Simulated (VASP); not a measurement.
# Al7Co8 in VASP: a series of runs

The runs below take Al7Co8 through single point, with PBE.

Program: VASP 6.6.1. These are calculated values, not measurements. Logs are shortened: lines on timing, memory, paths and dates and some standing lists are left out, and cuts for length are marked.

### Step 1. The cell of the first run

The typed cell holds 15 atoms: a = 5.669 Å, b = 6.309 Å, c = 6.310 Å, α = 78.48°, β = 63.33°, γ = 63.32°.

### Step 2. Single point, PBE, collinear spin, ferromagnetic start

Contents of INCAR:

```
PREC     = Accurate       # precision mode
ENCUT    = 520            # plane-wave cutoff, eV
EDIFF    = 1E-6           # SCF threshold, eV
ISMEAR   = 0              # smearing method
SIGMA    = 0.1            # smearing width, eV
LREAL    = Auto         
LASPH    = True           # aspherical terms in the spheres
NELM     = 150            # most SCF steps
ALGO     = Normal         # electronic algorithm
ISIF     = 2              # what is computed and relaxed
LWAVE    = False          # write WAVECAR
LCHARG   = False          # write CHGCAR
ISPIN    = 2              # spin polarisation
MAGMOM   = 0 0 0 0 0 0 0 3 3 3 3 3 3 3 3 # initial moments
LORBIT   = 11             # projections on sites
LMAXMIX  = 4              # l up to which the mixer works
GGA      = PE             # functional
NBANDS   = 64             # bands
ISYM     = 0
```

Contents of KPOINTS:

```
Automatic mesh
0
Gamma
  3 2 2
  0 0.5 0.5
```

Contents of POSCAR:

```
Al7Co8
1.0
   -0.0008598131      0.0010218310     -5.6685554114
    5.6371890024      0.0068595576     -2.8334178926
   -0.0067785486     -5.6384475770     -2.8332558746
Al Co
7 8
Direct
    0.5002706165      0.5009115290      0.5006191723
    0.2511487655      0.5010833266      0.9990152921
    0.7492377658      0.5007206280      0.0019791219
    0.2513345749      0.9991662374      0.5005854352
    0.7494108644      1.0023231120      0.5001651823
    0.5001615429      0.0008722642      1.0005840571
    0.0001198209      0.0008283341      0.0006761125
    0.4889953255      0.2554520228      0.2550887168
    1.0025529999      0.2557173648      0.2553063800
    0.2434890263      0.2552192624      0.7466915504
    0.7569144953      0.2545725212      0.7461499282
    0.2436183823      0.7468754519      0.2548762796
    0.7569232115      0.7464369191      0.2543760300
    0.5110949984      0.7465790880      0.7461137450
   -0.0021315160      0.7461706394      0.7456765048
```

Potentials or basis: VASP PAW PBE potentials, release 64 (Al, Co).

Command:

```sh
$ cat potpaw_PBE.64/Al/POTCAR potpaw_PBE.64/Co/POTCAR > POTCAR
$ mpirun -np 1 vasp_std > vasp.out
```

OUTCAR:

```text
PREC = Accurate
   ENCUT = 520
   EDIFF = 1E-6
   ISMEAR = 0
   LREAL = Auto
   LASPH = True
   NELM = 150
   ISIF = 2
   ISPIN = 2
   LORBIT = 11
   GGA = PE
   ISYM = 0

 ion  position               nearest neighbor table
   1  0.500  0.501  0.501-  14 2.44   8 2.44   9 2.44  15 2.44  13 2.44  11 2.44  12 2.44  10 2.44
                             4 2.81   2 2.81   5 2.81   3 2.81
   2  0.251  0.501  0.999-  13 2.43  12 2.43   8 2.43   9 2.43  10 2.46  11 2.46  14 2.46  15 2.47
                             1 2.81   7 2.82   6 2.82   3 2.83   3 2.84
   3  0.749  0.501  0.002-  10 2.43  11 2.43  14 2.43  15 2.43  13 2.46  12 2.46   8 2.46   9 2.47
                             1 2.81   7 2.82   6 2.82   2 2.83   2 2.84
   4  0.251  0.999  0.501-  11 2.43  10 2.43   8 2.43   9 2.43  12 2.46  13 2.46  14 2.46  15 2.47
                             1 2.81   6 2.82   7 2.82   5 2.83   5 2.84
   5  0.749  0.002  0.500-  12 2.43  13 2.43  15 2.43  14 2.43  11 2.46   8 2.46  10 2.46   9 2.47
                             1 2.81   7 2.82   6 2.82   4 2.83   4 2.84
   6  0.500  0.001  0.001-  14 2.45   8 2.45   9 2.45  15 2.45  11 2.50  13 2.50  10 2.50  12 2.50
                             4 2.82   3 2.82   2 2.82   5 2.82   7 2.83   7 2.83
   7  0.000  0.001  0.001-  13 2.45  12 2.45  11 2.45  10 2.45  14 2.49   8 2.50   9 2.50  15 2.50
                             5 2.82   2 2.82   3 2.82   4 2.82   6 2.83   6 2.83
   8  0.489  0.255  0.255-   2 2.43   4 2.43   1 2.44   6 2.45   5 2.46   3 2.46   7 2.50   9 2.76
                            12 2.77  10 2.77  13 2.87  11 2.87   9 2.91
   9  0.003  0.256  0.255-   2 2.43   4 2.43   1 2.44   6 2.45   5 2.47   3 2.47   7 2.50   8 2.76
                            13 2.77  11 2.77  10 2.87  12 2.87   8 2.91
  10  0.243  0.255  0.747-   3 2.43   4 2.43   1 2.44   7 2.45   2 2.46   5 2.46   6 2.50  11 2.76
                            15 2.77   8 2.77  14 2.87   9 2.87  11 2.91
  11  0.757  0.255  0.746-   4 2.43   3 2.43   1 2.44   7 2.45   5 2.46   2 2.46   6 2.50  10 2.76
                             9 2.77  14 2.77  15 2.87   8 2.87  10 2.91
  12  0.244  0.747  0.255-   5 2.43   2 2.43   1 2.44   7 2.45   4 2.46   3 2.46   6 2.50  13 2.76
                            15 2.77   8 2.77   9 2.87  14 2.87  13 2.91
  13  0.757  0.746  0.254-   2 2.43   5 2.43   1 2.44   7 2.45   3 2.46   4 2.46   6 2.50  12 2.76
                             9 2.77  14 2.77  15 2.87   8 2.87  12 2.91
  14  0.511  0.747  0.746-   3 2.43   5 2.43   1 2.44   6 2.45   4 2.46   2 2.46   7 2.49  15 2.76
                            13 2.77  11 2.77  10 2.87  12 2.87  15 2.91
  15  0.998  0.746  0.746-   5 2.43   3 2.43   1 2.44   6 2.45   4 2.47   2 2.47   7 2.50  14 2.76
                            12 2.77  10 2.77  11 2.87  13 2.87  14 2.91

IMPORTANT INFORMATION: All symmetrisations will be switched off!
NOSYMM: (Re-)initialisation of all symmetry stuff for point group C_1.

----------------------------------------------------------------------------------------

                                     Primitive cell

  volume of cell :     180.2048

  direct lattice vectors                    reciprocal lattice vectors
    -0.000859813  0.001021831 -5.668555411    -0.088762953  0.088736828 -0.176382329
     5.637189002  0.006859558 -2.833417893     0.177380080 -0.000199709 -0.000026941
    -0.006778549 -5.638447577 -2.833255875     0.000199709 -0.177337943 -0.000031998

  length of vectors
     5.668555569  6.309215788  6.310267497     0.216480513  0.177380194  0.177338058

  position of ions in fractional coordinates (direct lattice)
     0.500270617  0.500911529  0.500619172
     0.251148765  0.501083327  0.999015292
     0.749237766  0.500720628  0.001979122
     0.251334575  0.999166237  0.500585435
     0.749410864  0.002323112  0.500165182
     0.500161543  0.000872264  0.000584057
     0.000119821  0.000828334  0.000676113
     0.488995325  0.255452023  0.255088717
     0.002553000  0.255717365  0.255306380
     0.243489026  0.255219262  0.746691550
     0.756914495  0.254572521  0.746149928
     0.243618382  0.746875452  0.254876280
     0.756923212  0.746436919  0.254376030
     0.511094998  0.746579088  0.746113745
     0.997868484  0.746170639  0.745676505

  ion indices of the primitive-cell ions
   primitive index   ion index
                 1           1
                 2           2
                 3           3
                 4           4
                 5           5
                 6           6
                 7           7
                 8           8
                 9           9
                10          10
                11          11
                12          12
                13          13
                14          14
                15          15

----------------------------------------------------------------------------------------

 KPOINTS: Automatic mesh

Automatic generation of k-mesh.
 Grid dimensions read from file:
[... 68 lines left out ...]
  Fermi-wavevector in a.u.,A,eV,Ry     =   1.313148  2.481490 23.461310  1.724358
  Thomas-Fermi vector in A             =   2.443491
   LORBIT       =     11    0 simple, 1 ext, 2 COOP (PROOUT), +10 PAW based schemes
   GGA     = PE    functional components
   LHFCALC =     F    Hartree Fock is set to
   AEXX    =    0.0000 exact exchange contribution
   IVDW    =     0    specifies the selected vdW correction
   LEPSILON=     F    determine dielectric tensor
   LRPA    =     F    only Hartree local field effects (RPA)
 spin polarized calculation
 Gauss-broadening in eV      SIGMA  =   0.10
  energy-cutoff  :      520.00
  volume of cell :      180.20
 maximum number of plane-waves:      4867
 NGX is ok and might be reduce to    42
   NGX = 21   NGY = 23   NGZ = 23

 number of electron      93.0000028 magnetization       0.0000614

 number of electron      93.0000028 magnetization      -0.0003072

 Free energy of the ion-electron system (eV)
  ---------------------------------------------------
  ext. energy  EPLUGINS =         0.00000000
  ---------------------------------------------------
  free energy    TOTEN  =       -88.77591865 eV

  energy without entropy =      -88.73974088  energy(sigma->0) =      -88.75782976

 E-fermi :   9.4590     XC(G=0): -12.0771

 val. band max:        9.4075735225   @ k =   0.3333   0.2500   0.2500
 cond. band min:       9.5142709732   @ k =  -0.3333  -0.2500   0.2500
 fundamental gap:      0.1066974507
 Fermi energy:         9.4589786881

 spin component 1

 k-point     1 :      -0.0000    0.2500    0.2500
  band No.  band energies     occupation
      1      -0.3354      1.00000
      2       1.7813      1.00000
      3       2.0928      1.00000
      4       3.5281      1.00000
      5       4.0658      1.00000
      6       4.0818      1.00000
[... 355 lines left out ...]
     57      13.6266      0.00000
     58      14.2099      0.00000
 Fermi energy:         9.4589786881

 spin component 2

 k-point     1 :      -0.0000    0.2500    0.2500
  band No.  band energies     occupation
      1      -0.3354      1.00000
      2       1.7813      1.00000
      3       2.0928      1.00000
      4       3.5281      1.00000
      5       4.0658      1.00000
      6       4.0818      1.00000
[... 355 lines left out ...]
     57      13.6266      0.00000
     58      14.2099      0.00000
 [bands above 58 left out]

------------------------ aborting loop because EDIFF is reached ----------------------------------------

  FORCE on cell =-STRESS in cart. coord.  units (eV):
  Direction    XX          YY          ZZ          XY          YZ          ZX
  --------------------------------------------------------------------------------------
  -------------------------------------------------------------------------------------
  Total       -0.0384764     -0.0912656     -0.2414523      0.0085137      0.0158794     -0.0104817
  in kB       -0.3420889     -0.8114300     -2.1467201      0.0756942      0.1411821     -0.0931913
  external PRESSURE =      -1.1000797 kB  Pullay stress =       0.0000000 kB

 VOLUME and BASIS-vectors are now :
 -----------------------------------------------------------------------------
  energy-cutoff  :      520.00
  volume of cell :      180.20
      direct lattice vectors                 reciprocal lattice vectors
    -0.000859813  0.001021831 -5.668555411    -0.088762953  0.088736828 -0.176382329
     5.637189002  0.006859558 -2.833417893     0.177380080 -0.000199709 -0.000026941
    -0.006778549 -5.638447577 -2.833255875     0.000199709 -0.177337943 -0.000031998

 POSITION                                       TOTAL-FORCE (eV/Angst)
 -----------------------------------------------------------------------------------
      2.81991     -2.81877     -5.67349        -0.005809      0.000417      0.002819
      2.81771     -5.62920     -5.67390         0.000018      0.002172     -0.005698
      2.82200     -0.00696     -5.67145        -0.005734      0.004215      0.005713
      5.62888     -2.81541     -5.67405         0.015341     -0.008446     -0.006018
      0.00906     -2.81937     -5.67176         0.000997     -0.006855      0.008979
      0.00448     -0.00278     -2.83932         0.001584      0.004232     -0.002078
      0.00466     -0.00381     -0.00494         0.005355      0.007046     -0.001290
      1.43788     -1.43605     -4.21843        -0.011945      0.010089     -0.001409
      1.43979     -1.43777     -1.46237        -0.013209      0.009341      0.006479
      1.43345     -4.20818     -4.21894        -0.006787     -0.021333     -0.004598
      1.42936     -4.20461     -7.12596        -0.020097     -0.005982      0.001085
      4.20834     -1.43173     -4.21930         0.027716      0.004291     -0.004997
      4.20543     -1.42839     -7.12634         0.004617      0.025272      0.005833
      4.20311     -4.20128     -7.12647         0.001544     -0.008178     -0.001846
      4.20039     -4.19832     -9.88338         0.006407     -0.016280     -0.002974
 -----------------------------------------------------------------------------------
    total drift:                                0.003574     -0.000549     -0.008627

  FREE ENERGIE OF THE ION-ELECTRON SYSTEM (eV)
  ---------------------------------------------------
  free  energy   TOTEN  =       -88.7759186527 eV

  energy  without entropy=      -88.7397408766  energy(sigma->0) =      -88.75782976

 total charge

# of ion       s       p       d       tot
------------------------------------------
    1        0.415   0.439   0.000   0.853
    2        0.409   0.436   0.000   0.845
    3        0.409   0.436   0.000   0.845
    4        0.409   0.436   0.000   0.845
    5        0.409   0.436   0.000   0.845
    6        0.396   0.430   0.000   0.825
    7        0.395   0.429   0.000   0.825
    8        0.433   0.472   7.483   8.389
    9        0.433   0.472   7.480   8.385
   10        0.433   0.472   7.484   8.389
   11        0.433   0.472   7.484   8.390
   12        0.433   0.473   7.484   8.391
   13        0.433   0.473   7.484   8.391
   14        0.433   0.472   7.484   8.389
   15        0.433   0.472   7.480   8.385
--------------------------------------------------
tot          6.306   6.822  59.864  72.992

 magnetization (x)

# of ion       s       p       d       tot
------------------------------------------
    1        0.000   0.000   0.000   0.000
    2       -0.000   0.000   0.000  -0.000
    3       -0.000   0.000   0.000   0.000
    4       -0.000   0.000   0.000   0.000
    5       -0.000   0.000   0.000  -0.000
    6       -0.000   0.000   0.000  -0.000
    7       -0.000   0.000   0.000   0.000
    8        0.000   0.000  -0.000   0.000
    9        0.000  -0.000  -0.000  -0.000
   10        0.000   0.000  -0.000  -0.000
   11        0.000   0.000  -0.000  -0.000
   12        0.000   0.000  -0.000  -0.000
   13        0.000   0.000  -0.000  -0.000
   14        0.000   0.000  -0.000  -0.000
   15        0.000  -0.000  -0.000  -0.000
--------------------------------------------------
tot          0.000   0.000  -0.000  -0.000
```

Wall time 13 min (1 thread of Intel Xeon 8259CL, shared host); peak memory 0.41 GiB.

What came out:

| Property | Result |
| --- | --- |
| Free energy | -88.7759 eV |
| Pressure | -0.1 GPa |
| Largest force | 0.028 eV/Å |
| Net moment | 0.00 μB per cell |
| Valence electrons inside the program's atomic spheres | Al 0.85, 0.84, 0.82; Co 8.39, 8.38 |

Forces in eV/Å, atoms in the order of the input:
```
Al  -0.006  0.000  0.003
Al   0.000  0.002 -0.006
Al  -0.006  0.004  0.006
Al   0.015 -0.008 -0.006
Al   0.001 -0.007  0.009
Al   0.002  0.004 -0.002
Al   0.005  0.007 -0.001
Co  -0.012  0.010 -0.001
Co  -0.013  0.009  0.006
Co  -0.007 -0.021 -0.005
Co  -0.020 -0.006  0.001
Co   0.028  0.004 -0.005
Co   0.005  0.025  0.006
Co   0.002 -0.008 -0.002
Co   0.006 -0.016 -0.003
```

Stress tensor (GPa, compression positive):
```
-0.03  0.01 -0.01
 0.01 -0.08  0.01
-0.01  0.01 -0.21
```

Caveat: the k points lie up to 0.56 Å⁻¹ apart; the starting moments collapsed, and a magnetic state may lie lower.

(Part 1 of 2 ends here.)
